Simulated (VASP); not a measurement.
# Bi2Se3 (R-3m) in VASP: single point with LDA

Aim: the single point of Bi2Se3 with LDA.

All numbers are computed with VASP 6.6.1; they aren't measurements. Logs are shortened: lines on timing, memory, paths and dates and some standing lists are left out, and cuts for length are marked.

### Step 1. The cell of the first run

Symmetry: R-3m, No. 166, trigonal system. Conventional cell: a = 4.191 Å, b = 4.191 Å, c = 29.929 Å, α = 90.00°, β = 90.00°, γ = 120.00°. Bi (site symmetry 3m) has 6 Se at 2.89 to 3.11 Å within 3.8 Å. Se (site symmetry -3m) has 6 Bi at 3.11 Å within 4.1 Å. Within 3.8 Å of Se (site symmetry 3m) lie 3 Bi at 2.89 Å.

### Step 2. Single point, LDA

File INCAR:

```
  ALGO = Normal
  EDIFF = 1E-6
  ENCUT = 520
  GGA = CA
  ISIF = 2
  ISMEAR = 0
  LASPH = True
  LCHARG = False
  LREAL = False
  LWAVE = False
  NBANDS = 32
  NELM = 80
  PREC = Accurate
  SIGMA = 0.1
```

File KPOINTS:

```
k-points
0
Gamma
  6 6 6
```

File POSCAR:

```
Bi2Se3
1.0
    2.0956832600      1.2099433000      9.9762290700
   -2.0956832600      1.2099433000      9.9762290700
    0.0000000000     -2.4198865900      9.9762290700
Bi Se
2 3
Direct
    0.3984350000      0.3984350000      0.3984350000
    0.6015650000      0.6015650000      0.6015650000
    1.0000000000      0.0000000000      0.0000000000
    0.2157150000      0.2157150000      0.2157150000
    0.7842850000      0.7842850000      0.7842850000
```

Potentials or basis: VASP PAW LDA potentials, release 64 (Bi_d, Se).

The run is started by

```console
cat potpaw_LDA.64/Bi_d/POTCAR potpaw_LDA.64/Se/POTCAR > POTCAR
mpirun -np 1 vasp_std > vasp.out
```

OUTCAR:

```text
EDIFF = 1E-6
   ENCUT = 520
   GGA = CA
   ISIF = 2
   ISMEAR = 0
   LASPH = True
   LREAL = False
   NELM = 80
   PREC = Accurate

 ion  position               nearest neighbor table
   1  0.398  0.398  0.398-   5 2.89   5 2.89   5 2.89   3 3.11   3 3.11   3 3.11
   2  0.602  0.602  0.602-   4 2.89   4 2.89   4 2.89   3 3.11   3 3.11   3 3.11
   3  0.000  0.000  0.000-   2 3.11   2 3.11   1 3.11   1 3.11   2 3.11   1 3.11
   4  0.216  0.216  0.216-   2 2.89   2 2.89   2 2.89
   5  0.784  0.784  0.784-   1 2.89   1 2.89   1 2.89

  LATTYP: Found a trigonal (rhomboedric) cell.
 ALAT       =    10.2655247100
 COS(alpha) =     0.9166474328

  Lattice vectors:

 A1 = (   2.0956832600,   1.2099433000,   9.9762290700)
 A2 = (  -2.0956832600,   1.2099433000,   9.9762290700)
 A3 = (   0.0000000000,  -2.4198865900,   9.9762290700)

Analysis of symmetry for initial positions (statically):
=====================================================================
 Subroutine PRICEL returns:
 Original cell was already a primitive cell.

 Routine SETGRP: Setting up the symmetry group for a
 trigonal (rhombohedral) supercell.

 Subroutine GETGRP returns: Found 12 space group operations
 (whereof 12 operations were pure point group operations)
 out of a pool of 12 trial point group operations.

The static configuration has the point symmetry D_3d.

Analysis of symmetry for dynamics (positions and initial velocities):
=====================================================================
 Subroutine PRICEL returns:
 Original cell was already a primitive cell.

 Routine SETGRP: Setting up the symmetry group for a
 trigonal (rhombohedral) supercell.

 Subroutine GETGRP returns: Found 12 space group operations
 (whereof 12 operations were pure point group operations)
 out of a pool of 12 trial point group operations.

The dynamic configuration has the point symmetry D_3d.

 Subroutine INISYM returns: Found 12 space group operations
 (whereof 12 operations are pure point group operations),
 and found     1 'primitive' translations

----------------------------------------------------------------------------------------

                                     Primitive cell

  volume of cell :     151.7778

  direct lattice vectors                    reciprocal lattice vectors
     2.095683260  1.209943300  9.976229070     0.238585673  0.137747502  0.033412759
    -2.095683260  1.209943300  9.976229070    -0.238585673  0.137747502  0.033412759
     0.000000000 -2.419886590  9.976229070     0.000000000 -0.275495004  0.033412759

  length of vectors
    10.265524710 10.265524710 10.265524710     0.277513801  0.277513801  0.277513801

  position of ions in fractional coordinates (direct lattice)
     0.398435000  0.398435000  0.398435000
     0.601565000  0.601565000  0.601565000
     0.000000000  0.000000000  0.000000000
     0.215715000  0.215715000  0.215715000
     0.784285000  0.784285000  0.784285000

  ion indices of the primitive-cell ions
   primitive index   ion index
                 1           1
                 2           2
                 3           3
                 4           4
                 5           5

----------------------------------------------------------------------------------------

 KPOINTS: k-points

Automatic generation of k-mesh.
 Grid dimensions read from file:
 generate k-points for:    6    6    6

 Generating k-lattice:

  Cartesian coordinates                     Fractional coordinates (reciprocal lattice)
     0.039764279  0.022957917  0.005568793     0.166666667  0.000000000  0.000000000
    -0.039764279  0.022957917  0.005568793     0.000000000  0.166666667  0.000000000
     0.000000000 -0.045915834  0.005568793    -0.000000000 -0.000000000  0.166666667

  Length of vectors
     0.046252300  0.046252300  0.046252300

  Shift w.r.t. Gamma in fractional coordinates (k-lattice)
     0.000000000  0.000000000  0.000000000

 Subroutine IBZKPT returns following result:
 ===========================================

 Found     32 irreducible k-points:

 Following reciprocal coordinates:
            Coordinates               Weight
  0.000000  0.000000  0.000000      1.000000
  0.166667 -0.000000 -0.000000      6.000000
  0.333333 -0.000000 -0.000000      6.000000
  0.500000  0.000000  0.000000      3.000000
  0.166667  0.166667 -0.000000      6.000000
  0.333333  0.166667  0.000000     12.000000
[... 16 lines left out ...]
  0.500000  0.500000  0.166667      6.000000
 -0.333333  0.500000  0.166667     12.000000
 [... further k-points ...]
   k-points           NKPTS =     32   k-points in BZ     NKDIM =     32   number of bands    NBANDS=     32
   number of dos      NEDOS =    301   number of ions     NIONS =      5
   total plane-waves  NPLWV = 512000
   dimension x,y,z NGX =    80 NGY =   80 NGZ =   80
   dimension x,y,z NGXF=   160 NGYF=  160 NGZF=  160
   ions per type =               2   3
   NGX,Y,Z   is equivalent  to a cutoff of  12.96, 12.96, 12.96 a.u.
   NGXF,Y,Z  is equivalent  to a cutoff of  25.91, 25.91, 25.91 a.u.
 SYSTEM =  unknown system
   PREC   = accura    normal or accurate (medium, high low for compatibility)
   ISTART =      0    job   : 0-new  1-cont  2-samecut
   ICHARG =      2    charge: 1-file 2-atom 10-const
   ISPIN  =      1    spin polarized calculation?
   LNONCOLLINEAR =      F non collinear calculations
   LSORBIT =      F    spin-orbit coupling
   LASPH  =      T    aspherical Exc in radial PAW
   ENCUT  =  520.0 eV  38.22 Ry    6.18 a.u.  19.09 19.09 19.09*2*pi/ulx,y,z
   NELM   =     80;   NELMIN=  2; NELMDL= -5     # of ELM steps
   EDIFF  = 0.1E-05   stopping-criterion for ELM
   LREAL  =      F    real-space projection
   EDIFFG = 0.1E-04   stopping-criterion for IOM
   NSW    =      0    number of steps for IOM
   IBRION =     -1    ionic relax: 0-MD 1-quasi-New 2-CG
   NFREE  =      0    steps in history (QN), initial steepest desc. (CG)
   ISIF   =      2    stress and relaxation
   ISYM   =      2    0-nonsym 1-usesym 2-fastsym
   POTIM  = 0.5000    time-step for ionic-motion
   TEBEG  =    0.0;   TEEND  =   0.0 temperature during run
   PSTRESS=    0.0 pullay stress
   NELECT =      48.0000    total number of electrons
   NUPDOWN=      -1.0000    fix difference up-down
   EMIN   =  10.00;   EMAX   =-10.00  energy-range for DOS
   EFERMI =   0.00;   METHOD = LEGACY
   ISMEAR =     0;   SIGMA  =   0.10  broadening in eV -4-tet -1-fermi 0-gaus
   EFERMI_NEDOS =   21; number of points for ismear=-14 and -15
   IALGO  =     38    algorithm
   IMIX   =      4    mixing-type and parameters
     AMIX     =   0.40;   BMIX     =  1.00
     AMIX_MAG =   1.60;   BMIX_MAG =  1.00
  volume/ion in A,a.u.               =      30.36       204.85
  Fermi-wavevector in a.u.,A,eV,Ry     =   1.115370  2.107745 16.926345  1.244051
  Thomas-Fermi vector in A             =   2.251974
   LORBIT       =      0    0 simple, 1 ext, 2 COOP (PROOUT), +10 PAW based schemes
   GGA     = CA    functional components
   LHFCALC =     F    Hartree Fock is set to
   AEXX    =    0.0000 exact exchange contribution
   IVDW    =     0    specifies the selected vdW correction
   LEPSILON=     F    determine dielectric tensor
   LRPA    =     F    only Hartree local field effects (RPA)
 non-spin polarized calculation
 Gauss-broadening in eV      SIGMA  =   0.10
  energy-cutoff  :      520.00
  volume of cell :      151.78
 maximum number of plane-waves:      4111
 NGX is ok and might be reduce to    80
   NGX = 39   NGY = 39   NGZ = 39

 number of electron      48.0000001 magnetization

 Free energy of the ion-electron system (eV)
  ---------------------------------------------------
  ext. energy  EPLUGINS =         0.00000000
  ---------------------------------------------------
  free energy    TOTEN  =       -23.26006376 eV

  energy without entropy =      -23.26001480  energy(sigma->0) =      -23.26003928

 E-fermi :   4.0584     XC(G=0):  -9.4688

 val. band max:        3.9038168975   @ k =   0.0000   0.0000   0.0000
 cond. band min:       4.2130019820   @ k =   0.0000   0.0000   0.0000
 fundamental gap:      0.3091850846
 Fermi energy:         4.0583681596

 k-point     1 :       0.0000    0.0000    0.0000
  band No.  band energies     occupation
      1     -18.9237      2.00000
      2     -18.9237      2.00000
      3     -18.9221      2.00000
      4     -18.9221      2.00000
      5     -18.9136      2.00000
      6     -18.9114      2.00000
[... 24 lines left out ...]
     31       9.9704      0.00000
     32      10.5985      0.00000

 k-point     2 :       0.1667   -0.0000   -0.0000
  band No.  band energies     occupation
      1     -18.9271      2.00000
      2     -18.9249      2.00000
      3     -18.9186      2.00000
      4     -18.9170      2.00000
      5     -18.9107      2.00000
      6     -18.9085      2.00000
[... 24 lines left out ...]
     31       9.3235      0.00000
     32      10.1583      0.00000

 k-point     3 :       0.3333   -0.0000   -0.0000
  band No.  band energies     occupation
      1     -18.9357      2.00000
      2     -18.9321      2.00000
      3     -18.9144      2.00000
      4     -18.9127      2.00000
      5     -18.9104      2.00000
      6     -18.9100      2.00000
[... 24 lines left out ...]
     31       8.4517      0.00000
     32      10.5648      0.00000

 k-point     4 :       0.5000    0.0000    0.0000
  band No.  band energies     occupation
      1     -18.9405      2.00000
      2     -18.9361      2.00000
      3     -18.9167      2.00000
      4     -18.9126      2.00000
      5     -18.9125      2.00000
      6     -18.9087      2.00000
[... 654 lines left out ...]
     31       8.7762      0.00000
     32      10.8767      0.00000

 k-point    23 :       0.5000    0.5000    0.1667
  band No.  band energies     occupation
      1     -18.9357      2.00000
      2     -18.9322      2.00000
      3     -18.9144      2.00000
      4     -18.9127      2.00000
      5     -18.9104      2.00000
      6     -18.9100      2.00000
[... 24 lines left out ...]
     31       8.5100      0.00000
     32      10.2977      0.00000

 k-point    24 :      -0.3333    0.5000    0.1667
  band No.  band energies     occupation
      1     -18.9346      2.00000
      2     -18.9312      2.00000
      3     -18.9164      2.00000
      4     -18.9128      2.00000
      5     -18.9119      2.00000
      6     -18.9095      2.00000
[... 24 lines left out ...]
     31       8.8455      0.00000
     32      10.4707      0.00000

 [... further k-points ...]

------------------------ aborting loop because EDIFF is reached ----------------------------------------

  FORCE on cell =-STRESS in cart. coord.  units (eV):
  Direction    XX          YY          ZZ          XY          YZ          ZX
  --------------------------------------------------------------------------------------
  -------------------------------------------------------------------------------------
  Total       -3.5496426     -3.5496426     -3.5723480      0.0000000     -0.0000000      0.0000000
  in kB      -37.4702757    -37.4702759    -37.7099550      0.0000000     -0.0000000      0.0000000
  external PRESSURE =     -37.5501689 kB  Pullay stress =       0.0000000 kB

 VOLUME and BASIS-vectors are now :
 -----------------------------------------------------------------------------
  energy-cutoff  :      520.00
  volume of cell :      151.78
      direct lattice vectors                 reciprocal lattice vectors
     2.095683260  1.209943300  9.976229070     0.238585673  0.137747502  0.033412759
    -2.095683260  1.209943300  9.976229070    -0.238585673  0.137747502  0.033412759
     0.000000000 -2.419886590  9.976229070     0.000000000 -0.275495004  0.033412759

 POSITION                                       TOTAL-FORCE (eV/Angst)
 -----------------------------------------------------------------------------------
      0.00000      0.00000     11.92464         0.000000      0.000000      0.015347
      0.00000      0.00000     18.00405         0.000000     -0.000000     -0.015347
      0.00000      0.00000      0.00000         0.000000     -0.000000      0.000000
      0.00000      0.00000      6.45607         0.000000      0.000000      0.246995
      0.00000      0.00000     23.47262         0.000000     -0.000000     -0.246995
 -----------------------------------------------------------------------------------
    total drift:                                0.000000      0.000000      0.000000

  FREE ENERGIE OF THE ION-ELECTRON SYSTEM (eV)
  ---------------------------------------------------
  free  energy   TOTEN  =       -23.2600637606 eV

  energy  without entropy=      -23.2600148040  energy(sigma->0) =      -23.26003928
```

It took 10 min on 1 thread of Intel Xeon Platinum 8488C (Sapphire Rapids), shared host; peak memory 0.71 GiB.

What came out:

```yaml
Free_energy: -23.2601 eV
Pressure: -3.8 GPa
Largest_force: 0.247 eV/Å
Band_gap_on_the_k_mesh: 0.31 eV, direct
```

Forces on the atoms (eV/Å):
```
Bi   0.000  0.000  0.015
Bi   0.000  0.000 -0.015
Se   0.000  0.000  0.000
Se   0.000  0.000  0.247
Se   0.000  0.000 -0.247
```

Levels at points of the mesh, in eV from the valence-band top:
| k point | band 20 | band 21 | band 22 | band 23 | band 24 | band 25 | band 26 | band 27 | band 28 | band 29 |
| --- | --- | --- | --- | --- | --- | --- | --- | --- | --- | --- |
| (0.00, 0.00, 0.00) | -1.46 | -1.46 | -0.92 | -0.92 | 0.00 | 0.31 | 1.60 | 1.60 | 2.19 | 2.75 |
| (0.50, 0.00, 0.00) | -2.54 | -2.51 | -1.67 | -0.99 | -0.50 | 1.00 | 2.17 | 3.02 | 3.07 | 4.09 |
| (0.50, 0.50, 0.00) | -2.30 | -1.74 | -1.46 | -1.22 | -0.90 | 1.44 | 2.09 | 2.59 | 3.03 | 3.67 |
| (0.50, 0.50, 0.50) | -1.34 | -1.30 | -1.02 | -1.02 | -0.36 | 0.61 | 1.78 | 1.78 | 2.12 | 2.56 |

Caveat: spin-orbit coupling is left out, which moves the levels of the heavy elements. A k mesh can miss the band edges.
